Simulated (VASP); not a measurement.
Set up this calculation in VASP 6.6.1, as the native input.

| Item | Value |
| --- | --- |
| Task | single point |
| Functional | BLYP |
| Potentials or basis | VASP PAW PBE potentials, release 64 (P) |
| Cutoff | 520 eV |
| k mesh | 9 × 9 × 6 |
| Occupations | fermi-dirac, width 0.05 eV |
| Spin | no spin polarisation |
| Dipole correction | no |
| Further INCAR settings | ALGO = Normal; EDIFF = 1e-06; NBANDS = 18 |

The structure of P lies in POSCAR:

```
P
1.0
    1.7482152032     -9.0236455142      0.0000000000
    1.7482152032      9.0236455142      0.0000000000
    0.0000000000      0.0000000000      5.0477860062
P
4
Direct
    0.0607075126      0.9392924874      0.9043653908
    0.5607075126      0.4392924874      0.5956346092
    0.9392924874      0.0607075126      0.0956346092
    0.4392924874      0.5607075126      0.4043653908
```

The input as run:

INCAR

```
PREC = Accurate
ENCUT = 520
EDIFF = 1E-6
ISMEAR = -1
SIGMA = 0.05
LREAL = False
LASPH = True
NELM = 100
ALGO = Normal
ISIF = 2
LWAVE = False
LCHARG = False
GGA = B5
ALDAX = 1.0
AGGAX = 1.0
AGGAC = 1.0
ALDAC = 0.0
NBANDS = 18
```

KPOINTS

```
Automatic mesh
0
Gamma
  9 9 6
```

Potentials or basis: VASP PAW PBE potentials, release 64 (P).

The run is started by

```bash
$ cat potpaw_PBE.64/P/POTCAR > POTCAR
$ mpirun -np 1 vasp_std > vasp.out
```

Results of the run:

```
Pressure               : -3.2 GPa
Largest force          : 0.683 eV/Å
Band gap on the k mesh : 1.12 eV
```

Caveat: the cell stands under tension; the PAW data sets were made with another functional, which shifts forces and pressure a little.

Wall time 7.5 min on 1 thread of Intel(R) Xeon(R) Platinum 8488C (Sapphire Rapids), with other jobs on the host, peak memory 0.53 GiB.
